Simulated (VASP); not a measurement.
# Sn2HO2 in VASP: further runs

Sn2HO2 is run at these levels: PBE+D3(BJ); tasks: single point.

All numbers are computed with VASP 6.6.1; they aren't measurements. Logs are shortened: lines on timing, memory, paths and dates and some standing lists are left out, and cuts for length are marked.

### Step 1. The cell of the first run

The cell holds a slab with vacuum, 5 atoms: a = 3.820 Å, b = 3.820 Å, c = 19.463 Å, α = 90.00°, β = 90.00°, γ = 90.00°.

### Step 2. Single point, PBE+D3(BJ), collinear spin

Contents of INCAR:

```
SYSTEM = Sn2HO2
  PREC = Accurate
  ENCUT = 520
  EDIFF = 1E-6
  ISMEAR = 0
  SIGMA = 0.05
  LREAL = .False.
  LASPH = .True.
  NELM = 150
  ALGO = Normal
  ISIF = 2
  LWAVE = .False.
  LCHARG = .False.
  ISPIN = 2
  MAGMOM = 0 0 0 0 1
  LORBIT = 11
  LDIPOL = .True.
  IDIPOL = 3
  DIPOL = 0.5 0.5 0.307
  GGA = PE
  IVDW = 12
  NBANDS = 32
```

Contents of KPOINTS:

```
Automatic mesh
0
Gamma
  7 7 1
  0 0 0
```

Contents of POSCAR:

```
Sn2HO2
1.0
    3.8201629938      0.0000000000      0.0000000000
    0.0000000000      3.8201629938      0.0000000000
    0.0000000000      0.0000000000     19.4630415395
Sn O H
2 2 1
Direct
    0.7500000000      0.2500000000      0.2055177240
    0.2500000000      0.7500000000      0.3269294538
    0.2500000000      0.2500000000      0.2662235889
    0.7500000000      0.7500000000      0.2662235889
    0.2500000000      0.7500000000      0.4707918606
```

Potentials or basis: VASP PAW PBE potentials, release 64 (Sn_d, O, H).

The run is started by

```sh
> cat potpaw_PBE.64/Sn_d/POTCAR potpaw_PBE.64/O/POTCAR potpaw_PBE.64/H/POTCAR > POTCAR
> mpirun -np 1 vasp_std > vasp.out
```

OUTCAR:

```text
SYSTEM = Sn2HO2
   PREC = Accurate
   ENCUT = 520
   EDIFF = 1E-6
   ISMEAR = 0
   LREAL = .False.
   LASPH = .True.
   NELM = 150
   ISIF = 2
   ISPIN = 2
   LORBIT = 11
   GGA = PE
   IVDW = 12
 IVDW          = 12

 ion  position               nearest neighbor table
   1  0.750  0.250  0.206-   3 2.25   4 2.25   4 2.25   3 2.25   2 3.59   2 3.59   2 3.59   2 3.59

   2  0.250  0.750  0.327-   3 2.25   4 2.25   3 2.25   4 2.25   1 3.59   1 3.59   1 3.59   1 3.59

   3  0.250  0.250  0.266-   1 2.25   1 2.25   2 2.25   2 2.25
   4  0.750  0.750  0.266-   1 2.25   1 2.25   2 2.25   2 2.25
   5  0.250  0.750  0.471-

  LATTYP: Found a simple tetragonal cell.
 ALAT       =     3.8201629938
 C/A-ratio  =     5.0948196637

  Lattice vectors:

 A1 = (   3.8201629938,   0.0000000000,   0.0000000000)
 A2 = (   0.0000000000,   3.8201629938,   0.0000000000)
 A3 = (   0.0000000000,   0.0000000000,  19.4630415395)

Analysis of symmetry for initial positions (statically):
=====================================================================
 Subroutine PRICEL returns:
 Original cell was already a primitive cell.

 Routine SETGRP: Setting up the symmetry group for a
 simple tetragonal supercell.

 Subroutine GETGRP returns: Found  8 space group operations
 (whereof  2 operations were pure point group operations)
 out of a pool of 16 trial point group operations.

The static configuration has the point symmetry C_1h.
 The point group associated with its full space group is C_4v.

Analysis of symmetry for dynamics (positions and initial velocities):
=====================================================================
 Subroutine PRICEL returns:
 Original cell was already a primitive cell.

 Routine SETGRP: Setting up the symmetry group for a
 simple tetragonal supercell.

 Subroutine GETGRP returns: Found  8 space group operations
 (whereof  2 operations were pure point group operations)
 out of a pool of 16 trial point group operations.

The dynamic configuration has the point symmetry C_1h.
 The point group associated with its full space group is C_4v.

Analysis of structural, dynamic, and magnetic symmetry:
=====================================================================
 Subroutine PRICEL returns:
 Original cell was already a primitive cell.

 Routine SETGRP: Setting up the symmetry group for a
 simple tetragonal supercell.

 Subroutine GETGRP returns: Found  8 space group operations
 (whereof  2 operations were pure point group operations)
 out of a pool of 16 trial point group operations.

The overall configuration has the point symmetry C_1h.
 The point group associated with its full space group is C_4v.

 Subroutine INISYM returns: Found  8 space group operations
 (whereof  2 operations are pure point group operations),
 and found     1 'primitive' translations

----------------------------------------------------------------------------------------

                                     Primitive cell

  volume of cell :     284.0367

  direct lattice vectors                    reciprocal lattice vectors
     3.820162994  0.000000000  0.000000000     0.261768935  0.000000000  0.000000000
     0.000000000  3.820162994  0.000000000     0.000000000  0.261768935  0.000000000
     0.000000000  0.000000000 19.463041540     0.000000000  0.000000000  0.051379431

  length of vectors
     3.820162994  3.820162994 19.463041540     0.261768935  0.261768935  0.051379431

  position of ions in fractional coordinates (direct lattice)
     0.750000000  0.250000000  0.205517724
     0.250000000  0.750000000  0.326929454
     0.250000000  0.250000000  0.266223589
     0.750000000  0.750000000  0.266223589
     0.250000000  0.750000000  0.470791861

  ion indices of the primitive-cell ions
   primitive index   ion index
                 1           1
                 2           2
                 3           3
                 4           4
                 5           5

----------------------------------------------------------------------------------------

 KPOINTS: Automatic mesh

Automatic generation of k-mesh.
 Grid dimensions read from file:
 generate k-points for:    7    7    1

 Generating k-lattice:

  Cartesian coordinates                     Fractional coordinates (reciprocal lattice)
     0.037395562  0.000000000  0.000000000     0.142857143  0.000000000  0.000000000
     0.000000000  0.037395562  0.000000000     0.000000000  0.142857143  0.000000000
     0.000000000  0.000000000  0.051379431     0.000000000  0.000000000  1.000000000

  Length of vectors
     0.037395562  0.037395562  0.051379431

  Shift w.r.t. Gamma in fractional coordinates (k-lattice)
     0.000000000  0.000000000  0.000000000

 Subroutine IBZKPT returns following result:
 ===========================================

 Found     10 irreducible k-points:

 Following reciprocal coordinates:
            Coordinates               Weight
  0.000000  0.000000  0.000000      1.000000
  0.142857  0.000000  0.000000      4.000000
  0.285714  0.000000  0.000000      4.000000
  0.428571  0.000000  0.000000      4.000000
  0.142857  0.142857  0.000000      4.000000
  0.285714  0.142857  0.000000      8.000000
  0.428571  0.142857  0.000000      8.000000
  0.285714  0.285714  0.000000      4.000000
  0.428571  0.285714  0.000000      8.000000
  0.428571  0.428571  0.000000      4.000000
   k-points           NKPTS =     10   k-points in BZ     NKDIM =     10   number of bands    NBANDS=     32
   number of dos      NEDOS =    301   number of ions     NIONS =      5
   total plane-waves  NPLWV = 117600
   dimension x,y,z NGX =    28 NGY =   28 NGZ =  150
   dimension x,y,z NGXF=    56 NGYF=   56 NGZF=  300
   ions per type =               2   2   1
   NGX,Y,Z   is equivalent  to a cutoff of  12.19, 12.19, 12.81 a.u.
   NGXF,Y,Z  is equivalent  to a cutoff of  24.37, 24.37, 25.62 a.u.
 SYSTEM =  Sn2HO2
   PREC   = accura    normal or accurate (medium, high low for compatibility)
   ISTART =      0    job   : 0-new  1-cont  2-samecut
   ICHARG =      2    charge: 1-file 2-atom 10-const
   ISPIN  =      2    spin polarized calculation?
   LNONCOLLINEAR =      F non collinear calculations
   LSORBIT =      F    spin-orbit coupling
   LASPH  =      T    aspherical Exc in radial PAW
   ENCUT  =  520.0 eV  38.22 Ry    6.18 a.u.   7.10  7.10 36.19*2*pi/ulx,y,z
   NELM   =    150;   NELMIN=  2; NELMDL= -5     # of ELM steps
   EDIFF  = 0.1E-05   stopping-criterion for ELM
   LREAL  =      F    real-space projection
   EDIFFG = 0.1E-04   stopping-criterion for IOM
   NSW    =      0    number of steps for IOM
   IBRION =     -1    ionic relax: 0-MD 1-quasi-New 2-CG
   NFREE  =      0    steps in history (QN), initial steepest desc. (CG)
   ISIF   =      2    stress and relaxation
   ISYM   =      2    0-nonsym 1-usesym 2-fastsym
   POTIM  = 0.5000    time-step for ionic-motion
   TEBEG  =    0.0;   TEEND  =   0.0 temperature during run
   PSTRESS=    0.0 pullay stress
   NELECT =      41.0000    total number of electrons
   NUPDOWN=      -1.0000    fix difference up-down
   EMIN   =  10.00;   EMAX   =-10.00  energy-range for DOS
   EFERMI =   0.00;   METHOD = LEGACY
   ISMEAR =     0;   SIGMA  =   0.05  broadening in eV -4-tet -1-fermi 0-gaus
   EFERMI_NEDOS =   21; number of points for ismear=-14 and -15
   IALGO  =     38    algorithm
   IMIX   =      4    mixing-type and parameters
     AMIX     =   0.40;   BMIX     =  1.00
     AMIX_MAG =   1.60;   BMIX_MAG =  1.00
  volume/ion in A,a.u.               =      56.81       383.35
  Fermi-wavevector in a.u.,A,eV,Ry     =   0.858772  1.622844 10.034155  0.737490
  Thomas-Fermi vector in A             =   1.976027
   LORBIT       =     11    0 simple, 1 ext, 2 COOP (PROOUT), +10 PAW based schemes
   GGA     = PE    functional components
   LHFCALC =     F    Hartree Fock is set to
   AEXX    =    0.0000 exact exchange contribution
   IVDW    =    12    specifies the selected vdW correction
   LEPSILON=     F    determine dielectric tensor
   LRPA    =     F    only Hartree local field effects (RPA)
 spin polarized calculation
 Gauss-broadening in eV      SIGMA  =   0.05
  energy-cutoff  :      520.00
  volume of cell :      284.04
 maximum number of plane-waves:      7682
   NGX = 15   NGY = 15   NGZ = 73

 dipolmoment           0.000000      0.000000     -0.012968 electrons x Angstroem

 number of electron      40.9999989 magnetization       0.9999999

 dipolmoment           0.000000      0.000000      0.086573 electrons x Angstroem

 Free energy of the ion-electron system (eV)
  ---------------------------------------------------
  ext. energy  EPLUGINS =         0.00000000
  ---------------------------------------------------
  free energy    TOTEN  =       -23.73100891 eV

  energy without entropy =      -23.73100891  energy(sigma->0) =      -23.73100891

 E-fermi :  -2.2138     XC(G=0):  -3.5316

 val. band max:       -2.4336491058   @ k =   0.2857   0.0000   0.0000
 cond. band min:      -0.8995475427   @ k =   0.0000   0.0000   0.0000
 fundamental gap:      1.5341015631
 Fermi energy:        -2.2138374274

 spin component 1

 k-point     1 :       0.0000    0.0000    0.0000
  band No.  band energies     occupation
      1     -23.4852      1.00000
      2     -23.1223      1.00000
      3     -23.0832      1.00000
      4     -23.0832      1.00000
      5     -23.0697      1.00000
      6     -23.0381      1.00000
[... 24 lines left out ...]
     31       5.3104      0.00000
     32       5.8767      0.00000

 k-point     2 :       0.1429    0.0000    0.0000
  band No.  band energies     occupation
      1     -23.4762      1.00000
      2     -23.1231      1.00000
      3     -23.0853      1.00000
      4     -23.0831      1.00000
      5     -23.0741      1.00000
      6     -23.0671      1.00000
[... 24 lines left out ...]
     31       5.4405      0.00000
     32       6.2571      0.00000
[... 243 lines left out ...]
     31       5.5510      0.00000
     32       6.0749      0.00000

 k-point    10 :       0.4286    0.4286    0.0000
  band No.  band energies     occupation
      1     -23.4246      1.00000
      2     -23.4106      1.00000
      3     -23.0915      1.00000
      4     -23.0865      1.00000
      5     -23.0598      1.00000
      6     -23.0521      1.00000
[... 24 lines left out ...]
     31       5.8812      0.00000
     32       6.1094      0.00000
 Fermi energy:        -2.2138374274

 spin component 2

 k-point     1 :       0.0000    0.0000    0.0000
  band No.  band energies     occupation
      1     -23.4679      1.00000
      2     -23.1080      1.00000
      3     -23.0745      1.00000
      4     -23.0745      1.00000
      5     -23.0620      1.00000
      6     -23.0331      1.00000
[... 24 lines left out ...]
     31       5.7825      0.00000
     32       6.1485      0.00000

 k-point     2 :       0.1429    0.0000    0.0000
  band No.  band energies     occupation
      1     -23.4590      1.00000
      2     -23.1106      1.00000
      3     -23.0765      1.00000
      4     -23.0759      1.00000
      5     -23.0650      1.00000
      6     -23.0485      1.00000
[... 24 lines left out ...]
     31       5.9736      0.00000
     32       6.6573      0.00000
[... 243 lines left out ...]
     31       5.7804      0.00000
     32       6.2826      0.00000

 k-point    10 :       0.4286    0.4286    0.0000
  band No.  band energies     occupation
      1     -23.4091      1.00000
      2     -23.3952      1.00000
      3     -23.0904      1.00000
      4     -23.0589      1.00000
      5     -23.0581      1.00000
      6     -23.0266      1.00000
[... 24 lines left out ...]
     31       6.4115      0.00000
     32       6.7166      0.00000

------------------------ aborting loop because EDIFF is reached ----------------------------------------

 vacuum level on the upper side and lower side of the slab       (xc-potential included)         0.521        -0.523

 Edisp (eV)   -0.59242

 E8    (eV) :    -0.2599

  FORCE on cell =-STRESS in cart. coord.  units (eV):
  Direction    XX          YY          ZZ          XY          YZ          ZX
  --------------------------------------------------------------------------------------
  -------------------------------------------------------------------------------------
  Total       0.31680     0.31680    -0.23219     0.00000     0.00000     0.00000
  in kB       1.78697     1.78697    -1.30974     0.00000     0.00000     0.00000
  external pressure =        0.75 kB  Pullay stress =        0.00 kB

 VOLUME and BASIS-vectors are now :
 -----------------------------------------------------------------------------
  energy-cutoff  :      520.00
  volume of cell :      284.04
      direct lattice vectors                 reciprocal lattice vectors
     3.820162994  0.000000000  0.000000000     0.261768935  0.000000000  0.000000000
     0.000000000  3.820162994  0.000000000     0.000000000  0.261768935  0.000000000
     0.000000000  0.000000000 19.463041540     0.000000000  0.000000000  0.051379431

 POSITION                                       TOTAL-FORCE (eV/Angst)
 -----------------------------------------------------------------------------------
      2.86512      0.95504      4.00000         0.000000      0.000000     -0.061829
      0.95504      2.86512      6.36304         0.000000     -0.000000      0.224146
      0.95504      0.95504      5.18152         0.000000      0.000000     -0.019603
      2.86512      2.86512      5.18152        -0.000000      0.000000     -0.019603
      0.95504      2.86512      9.16304         0.000000      0.000000     -0.123112
 -----------------------------------------------------------------------------------
    total drift:                                0.000000      0.000000      0.000020

  FREE ENERGIE OF THE ION-ELECTRON SYSTEM (eV)
  ---------------------------------------------------
  free  energy   TOTEN  =       -24.3234320297 eV

  energy  without entropy=      -24.3234320297  energy(sigma->0) =      -24.32343203

 vacuum level on the upper side and lower side of the slab         3.563         2.490

 total charge

# of ion       s       p       d       tot
------------------------------------------
    1        1.280   0.763  10.054  12.097
    2        1.282   0.749  10.056  12.087
    3        1.577   3.428   0.000   5.005
    4        1.577   3.428   0.000   5.005
    5        0.390   0.001   0.000   0.391
--------------------------------------------------
tot          6.106   8.369  20.111  34.585

 magnetization (x)

# of ion       s       p       d       tot
------------------------------------------
    1        0.001   0.002   0.001   0.003
    2        0.072  -0.008   0.001   0.064
    3        0.002   0.030   0.000   0.033
    4        0.002   0.030   0.000   0.033
    5        0.344   0.000   0.000   0.345
--------------------------------------------------
tot          0.421   0.054   0.002   0.477
```

It took 9.3 min on 1 thread of Intel Xeon 8259CL, shared host; peak memory 0.49 GiB.

What came out:

```yaml
Free_energy: -24.3234 eV
Largest_force: 0.224 eV/Å
Band_gap_on_the_k_mesh: 1.53 eV (least direct gap 1.63 eV)
Net_moment: 1.00 μB per cell
Site_moments: Sn +0.00, +0.06; O +0.03; H +0.34 μB
Valence_electrons_inside_the_program's_atomic_spheres: Sn 12.10, 12.09; O 5.00; H 0.39
Dispersion_energy_per_atom: -0.118 eV
```

Forces on the atoms (eV/Å):
```
Sn   0.000  0.000 -0.062
Sn   0.000  0.000  0.224
O    0.000  0.000 -0.020
O    0.000  0.000 -0.020
H    0.000  0.000 -0.123
```

Caveat: spin-orbit coupling is left out, which moves the levels of the heavy elements.

### Step 3. Single point, PBE+D3(BJ), collinear spin

Contents of INCAR:

```
SYSTEM = Sn2HO2
PREC = Accurate
ENCUT = 520
EDIFF = 1E-7
ISMEAR = 0
SIGMA = 0.05
LREAL = .FALSE.
LASPH = .TRUE.
NELM = 150
ALGO = Normal
ISIF = 2
LWAVE = .FALSE.
LCHARG = .FALSE.
ISPIN = 2
MAGMOM = 0 0 0 0 1
LORBIT = 11
LDIPOL = .TRUE.
IDIPOL = 3
DIPOL = 0.5 0.5 0.307
GGA = PE
IVDW = 12
NBANDS = 32
```

Contents of KPOINTS:

```
regular mesh
0
G
  7 7 1
  0 0 0
```

POSCAR, as its differences from that of step 2:

```diff
@@ -12,2 +12,2 @@
     0.7500000000      0.7500000000      0.2662235889
-    0.2500000000      0.7500000000      0.4707918606
+    0.7500000000      1.2500000000      0.4707918606
```

Potentials or basis: VASP PAW PBE potentials, release 64 (Sn_d, O, H).

The run is started by

```sh
> cat potpaw_PBE.64/Sn_d/POTCAR potpaw_PBE.64/O/POTCAR potpaw_PBE.64/H/POTCAR > POTCAR
> mpirun -np 1 vasp_std > vasp.out
```

Wall time 10 min (1 thread of Intel Xeon 8259CL, shared host); peak memory 0.49 GiB.

Results (log left out):

```
Free energy                                           : -24.3184 eV
Largest force                                         : 0.154 eV/Å
Band gap on the k mesh                                : 2.12 eV (least direct gap 2.13 eV)
Net moment                                            : 1.00 μB per cell
Site moments                                          : Sn +0.00, +0.02; O +0.01; H +0.37 μB
Valence electrons inside the program's atomic spheres : Sn 12.10, 12.09; O 5.01; H 0.38
Dispersion energy per atom                            : -0.119 eV
```

Forces in eV/Å, atoms in the order of the input:
```
Sn   0.000  0.000 -0.082
Sn   0.000  0.000  0.154
O    0.000  0.000 -0.002
O    0.000  0.000 -0.002
H    0.000  0.000 -0.068
```

Levels at points of the mesh, in eV from the valence-band top:
Spin up:
| k point | band 18 | band 19 | band 20 | band 21 | band 22 | band 23 | band 24 | band 25 |
| --- | --- | --- | --- | --- | --- | --- | --- | --- |
| (0.00, 0.00, 0.00) | -2.20 | -1.80 | -1.80 | -0.01 | 3.02 | 3.41 | 4.97 | 5.25 |
Spin down:
| k point | band 17 | band 18 | band 19 | band 20 | band 21 | band 22 | band 23 | band 24 |
| --- | --- | --- | --- | --- | --- | --- | --- | --- |
| (0.00, 0.00, 0.00) | -2.19 | -1.79 | -1.79 | -0.25 | 2.12 | 3.02 | 4.07 | 5.16 |

Caveat: spin-orbit coupling is left out, which moves the levels of the heavy elements.
